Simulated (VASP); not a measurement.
# Si (Im-3m) in VASP: notebook

Runs on Si. Level: PBE. Tasks: relaxation of cell and atoms.

All numbers are computed with VASP 6.6.1; they aren't measurements. Logs are shortened: lines on timing, memory, paths and dates and some standing lists are left out, and cuts for length are marked.

### 1 The cell of the first run

It takes space group Im-3m (No. 229, cubic). Conventional cell: a = 2.950 Å, b = 2.950 Å, c = 2.950 Å, α = 90.00°, β = 90.00°, γ = 90.00°. Within 3.4 Å of Si (site symmetry m-3m) lie 14 Si at 2.56 to 2.95 Å.

This isn't the form of Si at room conditions, which is diamond.

### 2 Relaxation of cell and atoms, PBE, target pressure 13 GPa, at which the enthalpy is minimised

INCAR reads:

```
SYSTEM = Si
PREC = Accurate
ENCUT = 600
EDIFF = 1E-6
ISMEAR = -1
SIGMA = 0.08
LREAL = .False.
LASPH = .True.
NELM = 80
ALGO = Normal
ISIF = 3
LWAVE = .False.
LCHARG = .False.
GGA = PE
IBRION = 2
NSW = 60
EDIFFG = -0.005
PSTRESS = 130.0
```

KPOINTS reads:

```
regular mesh
0
Gamma
  18 18 18
  0 0 0
```

POSCAR reads:

```
Si
1.0
   -1.4751469424      1.4751469424      1.4751469424
    1.4751469424     -1.4751469424      1.4751469424
    1.4751469424      1.4751469424     -1.4751469424
Si
1
Direct
    0.0000000000      0.0000000000      0.0000000000
```

Potentials or basis: VASP PAW PBE potentials, release 64 (Si).

Command:

```sh
> cat potpaw_PBE.64/Si/POTCAR > POTCAR
> mpirun -np 1 vasp_std > vasp.out
```

OUTCAR:

```text
SYSTEM = Si
   PREC = Accurate
   ENCUT = 600
   EDIFF = 1E-6
   ISMEAR = -1
   LREAL = .False.
   LASPH = .True.
   NELM = 80
   ISIF = 3
   GGA = PE
   IBRION = 2
   NSW = 60
   EDIFFG = -0.005
   PSTRESS = 130.0

 ion  position               nearest neighbor table
   1  0.000  0.000  0.000-

  LATTYP: Found a body centered cubic cell.
 ALAT       =     2.9502938848

  Lattice vectors:

 A1 = (  -1.4751469424,   1.4751469424,   1.4751469424)
 A2 = (   1.4751469424,  -1.4751469424,   1.4751469424)
 A3 = (   1.4751469424,   1.4751469424,  -1.4751469424)

Analysis of symmetry for initial positions (statically):
=====================================================================
 Subroutine PRICEL returns:
 Original cell was already a primitive cell.

 Routine SETGRP: Setting up the symmetry group for a
 body centered cubic supercell.

 Subroutine GETGRP returns: Found 48 space group operations
 (whereof 48 operations were pure point group operations)
 out of a pool of 48 trial point group operations.

The static configuration has the point symmetry O_h .

Analysis of symmetry for dynamics (positions and initial velocities):
=====================================================================
 Subroutine PRICEL returns:
 Original cell was already a primitive cell.

 Routine SETGRP: Setting up the symmetry group for a
 body centered cubic supercell.

 Subroutine GETGRP returns: Found 48 space group operations
 (whereof 48 operations were pure point group operations)
 out of a pool of 48 trial point group operations.

The dynamic configuration has the point symmetry O_h .

 Subroutine INISYM returns: Found 48 space group operations
 (whereof 48 operations are pure point group operations),
 and found     1 'primitive' translations

----------------------------------------------------------------------------------------

                                     Primitive cell

  volume of cell :      12.8400

  direct lattice vectors                    reciprocal lattice vectors
    -1.475146942  1.475146942  1.475146942     0.000000000  0.338949284  0.338949284
     1.475146942 -1.475146942  1.475146942     0.338949284  0.000000000  0.338949284
     1.475146942  1.475146942 -1.475146942     0.338949284  0.338949284  0.000000000

  length of vectors
     2.555029453  2.555029453  2.555029453     0.479346674  0.479346674  0.479346674

  position of ions in fractional coordinates (direct lattice)
     0.000000000  0.000000000  0.000000000

  ion indices of the primitive-cell ions
   primitive index   ion index
                 1           1

----------------------------------------------------------------------------------------

 KPOINTS: regular mesh

Automatic generation of k-mesh.
 Grid dimensions read from file:
 generate k-points for:   18   18   18

 Generating k-lattice:

  Cartesian coordinates                     Fractional coordinates (reciprocal lattice)
     0.000000000  0.018830516  0.018830516     0.055555556  0.000000000  0.000000000
     0.018830516  0.000000000  0.018830516     0.000000000  0.055555556  0.000000000
     0.018830516  0.018830516  0.000000000     0.000000000  0.000000000  0.055555556

  Length of vectors
     0.026630371  0.026630371  0.026630371

  Shift w.r.t. Gamma in fractional coordinates (k-lattice)
     0.000000000  0.000000000  0.000000000

 Subroutine IBZKPT returns following result:
 ===========================================

 Found    195 irreducible k-points:

 Following reciprocal coordinates:
            Coordinates               Weight
  0.000000  0.000000  0.000000      1.000000
  0.055556  0.000000  0.000000     12.000000
  0.111111  0.000000  0.000000     12.000000
  0.166667  0.000000  0.000000     12.000000
  0.222222  0.000000  0.000000     12.000000
  0.277778  0.000000  0.000000     12.000000
[... 16 lines left out ...]
  0.333333  0.111111  0.000000     48.000000
  0.388889  0.111111  0.000000     48.000000
 [... further k-points ...]
   k-points           NKPTS =    195   k-points in BZ     NKDIM =    195   number of bands    NBANDS=      6
   number of dos      NEDOS =    301   number of ions     NIONS =      1
   total plane-waves  NPLWV =   8000
   dimension x,y,z NGX =    20 NGY =   20 NGZ =   20
   dimension x,y,z NGXF=    40 NGYF=   40 NGZF=   40
   ions per type =               1
   NGX,Y,Z   is equivalent  to a cutoff of  13.01, 13.01, 13.01 a.u.
   NGXF,Y,Z  is equivalent  to a cutoff of  26.03, 26.03, 26.03 a.u.
 SYSTEM =  Si
   PREC   = accura    normal or accurate (medium, high low for compatibility)
   ISTART =      0    job   : 0-new  1-cont  2-samecut
   ICHARG =      2    charge: 1-file 2-atom 10-const
   ISPIN  =      1    spin polarized calculation?
   LNONCOLLINEAR =      F non collinear calculations
   LSORBIT =      F    spin-orbit coupling
   LASPH  =      T    aspherical Exc in radial PAW
   ENCUT  =  600.0 eV  44.10 Ry    6.64 a.u.   5.10  5.10  5.10*2*pi/ulx,y,z
   NELM   =     80;   NELMIN=  2; NELMDL= -5     # of ELM steps
   EDIFF  = 0.1E-05   stopping-criterion for ELM
   LREAL  =      F    real-space projection
   EDIFFG = -.5E-02   stopping-criterion for IOM
   NSW    =     60    number of steps for IOM
   IBRION =      2    ionic relax: 0-MD 1-quasi-New 2-CG
   NFREE  =      1    steps in history (QN), initial steepest desc. (CG)
   ISIF   =      3    stress and relaxation
   ISYM   =      2    0-nonsym 1-usesym 2-fastsym
   POTIM  = 0.5000    time-step for ionic-motion
   TEBEG  =    0.0;   TEEND  =   0.0 temperature during run
   PSTRESS=  130.0 pullay stress
   NELECT =       4.0000    total number of electrons
   NUPDOWN=      -1.0000    fix difference up-down
   EMIN   =  10.00;   EMAX   =-10.00  energy-range for DOS
   EFERMI =   0.00;   METHOD = LEGACY
   ISMEAR =    -1;   SIGMA  =   0.08  broadening in eV -4-tet -1-fermi 0-gaus
   EFERMI_NEDOS =   21; number of points for ismear=-14 and -15
   IALGO  =     38    algorithm
   IMIX   =      4    mixing-type and parameters
     AMIX     =   0.40;   BMIX     =  1.00
     AMIX_MAG =   1.60;   BMIX_MAG =  1.00
  volume/ion in A,a.u.               =      12.84        86.65
  Fermi-wavevector in a.u.,A,eV,Ry     =   1.109787  2.097193 16.757299  1.231627
  Thomas-Fermi vector in A             =   2.246331
   LORBIT       =      0    0 simple, 1 ext, 2 COOP (PROOUT), +10 PAW based schemes
   GGA     = PE    functional components
   LHFCALC =     F    Hartree Fock is set to
   AEXX    =    0.0000 exact exchange contribution
   IVDW    =     0    specifies the selected vdW correction
   LEPSILON=     F    determine dielectric tensor
   LRPA    =     F    only Hartree local field effects (RPA)
 conjugate gradient relaxation of ions
 non-spin polarized calculation
  energy-cutoff  :      600.00
  volume of cell :       12.84
 maximum number of plane-waves:       444
   NGX = 11   NGY = 11   NGZ = 11

--------------------------------------- Ionic step        1  -------------------------------------------

 number of electron       4.0000000 magnetization

 Free energy of the ion-electron system (eV)
  ---------------------------------------------------
  ext. energy  EPLUGINS =         0.00000000
  ---------------------------------------------------
  free energy    TOTEN  =        -4.82270953 eV

  energy without entropy =       -4.81280936  energy(sigma->0) =       -4.81775945

------------------------ aborting loop because EDIFF is reached ----------------------------------------

  FORCE on cell =-STRESS in cart. coord.  units (eV):
  Direction    XX          YY          ZZ          XY          YZ          ZX
  --------------------------------------------------------------------------------------
  -------------------------------------------------------------------------------------
  Total        1.2971582      1.2971582      1.2971582      0.0000000     -0.0000000      0.0000000
  in kB      161.8593156    161.8593156    161.8593156      0.0000000     -0.0000000      0.0000000
  external PRESSURE =      31.8593156 kB  Pullay stress =     130.0000000 kB

 VOLUME and BASIS-vectors are now :
 -----------------------------------------------------------------------------
  energy-cutoff  :      600.00
  volume of cell :       12.84
      direct lattice vectors                 reciprocal lattice vectors
    -1.475146942  1.475146942  1.475146942     0.000000000  0.338949284  0.338949284
     1.475146942 -1.475146942  1.475146942     0.338949284  0.000000000  0.338949284
     1.475146942  1.475146942 -1.475146942     0.338949284  0.338949284  0.000000000
[... 44 lines left out ...]
  FREE ENERGIE OF THE ION-ELECTRON SYSTEM (eV)
  ---------------------------------------------------
  free  energy   TOTEN  =        -4.8629126116 eV

  energy  without entropy=       -4.8526988140  energy(sigma->0) =       -4.85780571

  enthalpy is  TOTEN    =        -3.7821038489 eV   P V=        1.0808087628

--------------------------------------- Ionic step        3  -------------------------------------------

 number of electron       4.0000001 magnetization

 Free energy of the ion-electron system (eV)
  ---------------------------------------------------
  ext. energy  EPLUGINS =         0.00000000
  ---------------------------------------------------
  free energy    TOTEN  =        -4.84756139 eV

  energy without entropy =       -4.83747285  energy(sigma->0) =       -4.84251712

 E-fermi :  11.3795     XC(G=0): -11.5978

 val. band max:       11.3629707122   @ k =   0.2222   0.2222   0.0000
 cond. band min:      11.4046481839   @ k =  -0.3333   0.4444   0.1667
 fundamental gap:      0.0416774716
 Fermi energy:        11.3794869337

 k-point     1 :       0.0000    0.0000    0.0000
  band No.  band energies     occupation
      1      -3.8621      2.00000
      2      24.2789      0.00000
      3      24.2789      0.00000
      4      24.2789      0.00000
      5      24.4310      0.00000
      6      24.4310      0.00000

 k-point     2 :       0.0556    0.0000    0.0000
  band No.  band energies     occupation
      1      -3.7603      2.00000
      2      22.5218      0.00000
      3      22.9178      0.00000
      4      24.0780      0.00000
      5      24.0903      0.00000
      6      25.5544      0.00000
[... 181 lines left out ...]
 k-point    23 :       0.3333    0.1111    0.0000
  band No.  band energies     occupation
      1       1.3649      2.00000
      2       8.3835      2.00000
      3      15.0136      0.00000
      4      18.2447      0.00000
      5      22.4433      0.00000
      6      25.1297      0.00000

 k-point    24 :       0.3889    0.1111    0.0000
  band No.  band energies     occupation
      1       2.8482      2.00000
      2       6.3636      2.00000
      3      14.7414      0.00000
      4      17.9832      0.00000
      5      22.1873      0.00000
      6      24.9879      0.00000

 [... further k-points ...]
[... 5 lines left out ...]
  --------------------------------------------------------------------------------------
  -------------------------------------------------------------------------------------
  Total        1.0637786      1.0637786      1.0637786      0.0000000      0.0000000      0.0000000
  in kB      129.9705095    129.9705095    129.9705095      0.0000000      0.0000000      0.0000000
  external PRESSURE =      -0.0294905 kB  Pullay stress =     130.0000000 kB

 VOLUME and BASIS-vectors are now :
 -----------------------------------------------------------------------------
  energy-cutoff  :      600.00
  volume of cell :       13.11
      direct lattice vectors                 reciprocal lattice vectors
    -1.485544542  1.485544542  1.485544542     0.000000000  0.336576916  0.336576916
     1.485544542 -1.485544542  1.485544542     0.336576916  0.000000000  0.336576916
     1.485544542  1.485544542 -1.485544542     0.336576916  0.336576916  0.000000000

 POSITION                                       TOTAL-FORCE (eV/Angst)
 -----------------------------------------------------------------------------------
      0.00000      0.00000      0.00000         0.000000      0.000000      0.000000
 -----------------------------------------------------------------------------------
    total drift:                                0.000000      0.000000     -0.000000

  FREE ENERGIE OF THE ION-ELECTRON SYSTEM (eV)
  ---------------------------------------------------
  free  energy   TOTEN  =        -4.8475613922 eV

  energy  without entropy=       -4.8374728525  energy(sigma->0) =       -4.84251712

  enthalpy is  TOTEN    =        -3.7835413825 eV   P V=        1.0640200097

 reached required accuracy - stopping structural energy minimisation
```

Wall time 24 s (1 thread of Intel Xeon 8259CL, shared host); peak memory 0.13 GiB.

What came out:

```
Free energy                                                : -4.8476 eV
Relaxed volume                                             : 13.11 Å³/atom
Relaxed cell                                               : a = 2.573 Å, b = 2.573 Å, c = 2.573 Å, α = 109.47°, β = 109.47°, γ = 109.47°
Space group after relaxing (to 0.1 Å)                      : Im-3m (No. 229)
Energy change on relaxing (the run minimises the enthalpy) : -24.9 meV/atom
Ionic steps                                                : 3
Pressure after relaxing                                    : 13.0 GPa
Band gap on the k mesh                                     : zero (bands 2 and 3 overlap by 17.33 eV)
```

The path:
```
step  energy change (eV)  largest force (eV/Å)  pressure (GPa)  volume (Å³)
   1              0.0000                0.0000           16.19        12.84
   2             -0.0402                0.0000           10.81        13.32
   3             -0.0249                0.0000           13.00        13.11
```

Final structure:
```yaml
crystal:
  lattice:
    - [-1.48554, 1.48554, 1.48554]
    - [1.48554, -1.48554, 1.48554]
    - [1.48554, 1.48554, -1.48554]
  atoms:
    - { symbol: Si, position: [0.00000, 0.00000, 0.00000] }
```

Levels at points of the mesh, in eV from the Fermi level:
```csv
k point,band 1,band 2,band 3,band 4,band 5,band 6
"(0.00, 0.00, 0.00)",-15.24,12.90,12.90,12.90,13.05,13.05
"(0.50, 0.00, 0.00)",-7.17,-7.15,6.17,7.69,8.87,10.64
"(0.50, 0.50, 0.50)",-0.51,-0.51,-0.51,1.99,1.99,2.36
```

Caveat: the cell is relaxed towards a set pressure, so the run minimises the enthalpy, not the energy.

### 3 Relaxation of cell and atoms, PBE, target pressure 13 GPa, at which the enthalpy is minimised

This run uses another cell than the first one, of 13.12 Å³/atom.

INCAR reads:

```
ALGO     = Normal         # electronic algorithm
EDIFF    = 1E-7           # SCF threshold, eV
EDIFFG   = -0.005         # ionic threshold
ENCUT    = 600            # plane-wave cutoff, eV
GGA      = PE             # functional
IBRION   = 2              # ionic algorithm
ISIF     = 3              # what is computed and relaxed
ISMEAR   = -1             # smearing method
LASPH    = True           # aspherical terms in the spheres
LCHARG   = False          # write CHGCAR
LREAL    = False          # projectors in reciprocal space
LWAVE    = False          # write WAVECAR
NELM     = 60             # most SCF steps
NSW      = 32             # ionic steps
PREC     = Accurate       # precision mode
PSTRESS  = 130.0        
SIGMA    = 0.08           # smearing width, eV
```

KPOINTS reads:

```
k-points
0
Gamma
  18 18 18
```

POSCAR reads:

```
Si
1.0
   -1.4857332895      1.4857332895      1.4857332895
    1.4857332895     -1.4857332895      1.4857332895
    1.4857332895      1.4857332895     -1.4857332895
Si
1
Direct
    0.0000000000      0.0000000000      0.0000000000
```

Potentials or basis: VASP PAW PBE potentials, release 64 (Si).

Command:

```sh
> cat potpaw_PBE.64/Si/POTCAR > POTCAR
> mpirun -np 1 vasp_std > vasp.out
```

Wall time 13 s (1 thread of Intel Xeon 8259CL, shared host); peak memory 0.14 GiB.

Results (log left out):

```
Free energy             : -4.8480 eV
Pressure after relaxing : 12.9 GPa
Band gap on the k mesh  : zero (bands 2 and 3 overlap by 17.33 eV)
```

Final structure:
```
Si
1.0
    -1.48573    1.48573    1.48573
     1.48573   -1.48573    1.48573
     1.48573    1.48573   -1.48573
Si
1
Direct
  0.00000 0.00000 0.00000
```

Levels at points of the mesh, in eV from the Fermi level:
| k point | band 1 | band 2 | band 3 | band 4 | band 5 | band 6 |
| --- | --- | --- | --- | --- | --- | --- |
| (0.00, 0.00, 0.00) | -15.24 | 12.89 | 12.89 | 12.89 | 13.05 | 13.05 |
| (0.50, 0.00, 0.00) | -7.17 | -7.14 | 6.17 | 7.69 | 8.87 | 10.64 |
| (0.50, 0.50, 0.50) | -0.51 | -0.51 | -0.51 | 1.99 | 1.99 | 2.36 |

Caveat: the relaxation stopped at its first step, so nothing moved; the cell is relaxed towards a set pressure, so the run minimises the enthalpy, not the energy.
